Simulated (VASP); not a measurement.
# Al3Cu (Pm-3m) in VASP: single point with LDA

Aim: the single point of Al3Cu with LDA.

Program: VASP 6.6.1. These are calculated values, not measurements. Logs are shortened: lines on timing, memory, paths and dates and some standing lists are left out, and cuts for length are marked.

**1. The cell of the first run**

The structure is cubic, space group Pm-3m (No. 221). The conventional cell has a = 3.924 Å, b = 3.924 Å, c = 3.924 Å, α = 90.00°, β = 90.00°, γ = 90.00°. Within 3.7 Å of Al (site symmetry 4/mmm) lie 8 Al at 2.77 Å and 4 Cu at 2.77 Å. Cu (site symmetry m-3m) has 12 Al at 2.77 Å within 3.7 Å.

**2. Single point, LDA**

The input, INCAR:

```
SYSTEM = Al3Cu
PREC = Accurate
ENCUT = 520
EDIFF = 1E-7
ISMEAR = 0
SIGMA = 0.05
LREAL = .False.
LASPH = .True.
NELM = 100
ALGO = Normal
ISIF = 2
LWAVE = .False.
LCHARG = .False.
GGA = CA
NBANDS = 18
```

The input, KPOINTS:

```
Automatic mesh
0
Gamma
  10 10 10
  0 0 0
```

The input, POSCAR:

```
Al3Cu
1.0
    3.9241510000      0.0000000000      0.0000000000
    0.0000000000      3.9241510000      0.0000000000
    0.0000000000      0.0000000000      3.9241510000
Al Cu
3 1
Direct
    0.0000000000      0.5000000000      0.5000000000
    0.5000000000      0.0000000000      0.5000000000
    0.5000000000      0.5000000000      0.0000000000
    0.0000000000      0.0000000000      0.0000000000
```

Potentials or basis: VASP PAW LDA potentials, release 64 (Al, Cu).

The run is started by

```
> cat potpaw_LDA.64/Al/POTCAR potpaw_LDA.64/Cu/POTCAR > POTCAR
> mpirun -np 1 vasp_std > vasp.out
```

OUTCAR:

```text
SYSTEM = Al3Cu
   PREC = Accurate
   ENCUT = 520
   EDIFF = 1E-7
   ISMEAR = 0
   LREAL = .False.
   LASPH = .True.
   NELM = 100
   ISIF = 2
   GGA = CA

 ion  position               nearest neighbor table
   1  0.000  0.500  0.500-   2 2.77   3 2.77   4 2.77   3 2.77   4 2.77   2 2.77   4 2.77   4 2.77
                             2 2.77   3 2.77   3 2.77   2 2.77
   2  0.500  0.000  0.500-   1 2.77   3 2.77   4 2.77   3 2.77   4 2.77   1 2.77   3 2.77   3 2.77
                             1 2.77   4 2.77   4 2.77   1 2.77
   3  0.500  0.500  0.000-   1 2.77   2 2.77   4 2.77   1 2.77   2 2.77   2 2.77   4 2.77   2 2.77
                             1 2.77   4 2.77   1 2.77   4 2.77
   4  0.000  0.000  0.000-   1 2.77   2 2.77   3 2.77   1 2.77   2 2.77   1 2.77   3 2.77   1 2.77
                             2 2.77   3 2.77   2 2.77   3 2.77

  LATTYP: Found a simple cubic cell.
 ALAT       =     3.9241510000

  Lattice vectors:

 A1 = (   3.9241510000,   0.0000000000,   0.0000000000)
 A2 = (   0.0000000000,   3.9241510000,   0.0000000000)
 A3 = (   0.0000000000,   0.0000000000,   3.9241510000)

Analysis of symmetry for initial positions (statically):
=====================================================================
 Subroutine PRICEL returns:
 Original cell was already a primitive cell.

 Routine SETGRP: Setting up the symmetry group for a
 simple cubic supercell.

 Subroutine GETGRP returns: Found 48 space group operations
 (whereof 48 operations were pure point group operations)
 out of a pool of 48 trial point group operations.

The static configuration has the point symmetry O_h .

Analysis of symmetry for dynamics (positions and initial velocities):
=====================================================================
 Subroutine PRICEL returns:
 Original cell was already a primitive cell.

 Routine SETGRP: Setting up the symmetry group for a
 simple cubic supercell.

 Subroutine GETGRP returns: Found 48 space group operations
 (whereof 48 operations were pure point group operations)
 out of a pool of 48 trial point group operations.

The dynamic configuration has the point symmetry O_h .

 Subroutine INISYM returns: Found 48 space group operations
 (whereof 48 operations are pure point group operations),
 and found     1 'primitive' translations

----------------------------------------------------------------------------------------

                                     Primitive cell

  volume of cell :      60.4278

  direct lattice vectors                    reciprocal lattice vectors
[... 95 lines left out ...]
   IBRION =     -1    ionic relax: 0-MD 1-quasi-New 2-CG
   NFREE  =      0    steps in history (QN), initial steepest desc. (CG)
   ISIF   =      2    stress and relaxation
   ISYM   =      2    0-nonsym 1-usesym 2-fastsym
   POTIM  = 0.5000    time-step for ionic-motion
   TEBEG  =    0.0;   TEEND  =   0.0 temperature during run
   PSTRESS=    0.0 pullay stress
   NELECT =      20.0000    total number of electrons
   NUPDOWN=      -1.0000    fix difference up-down
   EMIN   =  10.00;   EMAX   =-10.00  energy-range for DOS
   EFERMI =   0.00;   METHOD = LEGACY
   ISMEAR =     0;   SIGMA  =   0.05  broadening in eV -4-tet -1-fermi 0-gaus
   EFERMI_NEDOS =   21; number of points for ismear=-14 and -15
   IALGO  =     38    algorithm
   IMIX   =      4    mixing-type and parameters
     AMIX     =   0.40;   BMIX     =  1.00
     AMIX_MAG =   1.60;   BMIX_MAG =  1.00
  volume/ion in A,a.u.               =      15.11       101.95
  Fermi-wavevector in a.u.,A,eV,Ry     =   1.132415  2.139955 17.447632  1.282365
  Thomas-Fermi vector in A             =   2.269116
   LORBIT       =      0    0 simple, 1 ext, 2 COOP (PROOUT), +10 PAW based schemes
   GGA     = CA    functional components
   LHFCALC =     F    Hartree Fock is set to
   AEXX    =    0.0000 exact exchange contribution
   IVDW    =     0    specifies the selected vdW correction
   LEPSILON=     F    determine dielectric tensor
   LRPA    =     F    only Hartree local field effects (RPA)
 non-spin polarized calculation
 Gauss-broadening in eV      SIGMA  =   0.05
  energy-cutoff  :      520.00
  volume of cell :       60.43
 maximum number of plane-waves:      1650
 NGX is ok and might be reduce to    30
   NGX = 15   NGY = 15   NGZ = 15

 number of electron      20.0000021 magnetization

 Free energy of the ion-electron system (eV)
  ---------------------------------------------------
  ext. energy  EPLUGINS =         0.00000000
  ---------------------------------------------------
  free energy    TOTEN  =       -17.36535270 eV

  energy without entropy =      -17.36466459  energy(sigma->0) =      -17.36500865

 E-fermi :   8.0679     XC(G=0): -10.9404

 val. band max:        8.0346570581   @ k =   0.2000   0.0000   0.0000
 cond. band min:       8.1184562001   @ k =   0.3000   0.2000   0.1000
 fundamental gap:      0.0837991420
 Fermi energy:         8.0678732276

 k-point     1 :       0.0000    0.0000    0.0000
  band No.  band energies     occupation
      1      -3.0689      2.00000
      2       3.7210      2.00000
      3       3.7210      2.00000
      4       4.4177      2.00000
      5       4.4177      2.00000
      6       4.4177      2.00000
[... 481 lines left out ...]
      5       4.1170      2.00000
      6       4.3700      2.00000
[... 10 lines left out ...]
     17      13.8503      0.00000
     18      15.8612      0.00000

 [... further k-points ...]

------------------------ aborting loop because EDIFF is reached ----------------------------------------

  FORCE on cell =-STRESS in cart. coord.  units (eV):
  Direction    XX          YY          ZZ          XY          YZ          ZX
  --------------------------------------------------------------------------------------
  -------------------------------------------------------------------------------------
  Total       -1.8309857     -1.8309857     -1.8309857     -0.0000000      0.0000000      0.0000000
  in kB      -48.5465524    -48.5465524    -48.5465524     -0.0000000      0.0000000      0.0000000
  external PRESSURE =     -48.5465524 kB  Pullay stress =       0.0000000 kB

 VOLUME and BASIS-vectors are now :
 -----------------------------------------------------------------------------
  energy-cutoff  :      520.00
  volume of cell :       60.43
      direct lattice vectors                 reciprocal lattice vectors
     3.924151000  0.000000000  0.000000000     0.254832192  0.000000000  0.000000000
     0.000000000  3.924151000  0.000000000     0.000000000  0.254832192  0.000000000
     0.000000000  0.000000000  3.924151000     0.000000000  0.000000000  0.254832192

 POSITION                                       TOTAL-FORCE (eV/Angst)
 -----------------------------------------------------------------------------------
      0.00000      1.96208      1.96208         0.000000      0.000000      0.000000
      1.96208      0.00000      1.96208         0.000000      0.000000      0.000000
      1.96208      1.96208      0.00000         0.000000      0.000000      0.000000
      0.00000      0.00000      0.00000         0.000000      0.000000      0.000000
 -----------------------------------------------------------------------------------
    total drift:                                0.000000     -0.000000      0.000000

  FREE ENERGIE OF THE ION-ELECTRON SYSTEM (eV)
  ---------------------------------------------------
  free  energy   TOTEN  =       -17.3653527032 eV

  energy  without entropy=      -17.3646645878  energy(sigma->0) =      -17.36500865
```

OSZICAR:

```text
N       E                     dE             d eps       ncg     rms          rms(c)
DAV:   1     0.732203848640E+02    0.73220E+02   -0.82256E+03  2016   0.115E+03
DAV:   2    -0.154828554606E+02   -0.88703E+02   -0.81918E+02  2102   0.213E+02
DAV:   3    -0.196837436061E+02   -0.42009E+01   -0.40390E+01  2758   0.536E+01
DAV:   4    -0.197871738589E+02   -0.10343E+00   -0.10284E+00  2902   0.670E+00
DAV:   5    -0.197892262880E+02   -0.20524E-02   -0.20522E-02  2784   0.936E-01    0.163E+01
DAV:   6    -0.246566279431E+02   -0.48674E+01   -0.75754E+01  2242   0.249E+02    0.149E+01
DAV:   7    -0.179459997530E+02    0.67106E+01   -0.17267E+01  2594   0.823E+01    0.483E+00
DAV:   8    -0.173684397690E+02    0.57756E+00   -0.22080E+00  2724   0.475E+01    0.896E-01
DAV:   9    -0.173658103821E+02    0.26294E-02   -0.19852E-01  3130   0.506E+00    0.280E-01
DAV:  10    -0.173677556938E+02   -0.19453E-02   -0.11033E-02  2520   0.330E+00    0.368E-01
DAV:  11    -0.173654900182E+02    0.22657E-02   -0.35603E-03  2618   0.210E+00    0.114E-01
DAV:  12    -0.173653537128E+02    0.13631E-03   -0.79297E-04  3066   0.726E-01    0.122E-02
DAV:  13    -0.173653556435E+02   -0.19307E-05   -0.62275E-05  2322   0.576E-02    0.154E-02
DAV:  14    -0.173653547615E+02    0.88202E-06   -0.22712E-06  3004   0.194E-02    0.122E-02
DAV:  15    -0.173653527490E+02    0.20124E-05   -0.36353E-06  2624   0.661E-02    0.233E-03
DAV:  16    -0.173653527805E+02   -0.31435E-07   -0.13519E-06  2938   0.316E-02    0.228E-03
DAV:  17    -0.173653527032E+02    0.77258E-07   -0.12446E-07  1226   0.117E-02
   1 F= -.17365353E+02 E0= -.17365009E+02  d E =-.688115E-03
```

It took 2.2 min on 1 thread of Intel Xeon 8259CL, shared host; peak memory 0.18 GiB.

What came out:

* Free energy: -17.3654 eV
* Pressure: -4.9 GPa
* Band gap on the k mesh: zero (band 10 reaches 9.53 eV, above the bottom of band 11 at 6.06 eV)

Levels at points of the mesh, in eV from the Fermi level:
| k point | band 7 | band 8 | band 9 | band 10 | band 11 | band 12 | band 13 | band 14 |
| --- | --- | --- | --- | --- | --- | --- | --- | --- |
| (0.00, 0.00, 0.00) | -2.42 | -2.42 | -2.42 | -0.59 | 0.35 | 0.35 | 6.24 | 6.24 |
| (0.50, 0.00, 0.00) | -3.45 | 0.22 | 0.22 | 0.26 | 0.26 | 0.75 | 1.67 | 2.29 |
| (0.50, 0.50, 0.00) | -3.45 | -3.37 | -3.12 | 1.28 | 2.88 | 2.88 | 3.28 | 3.62 |
| (0.50, 0.50, 0.50) | -3.95 | -3.45 | -3.45 | -2.50 | -2.01 | -2.01 | -2.01 | 12.06 |
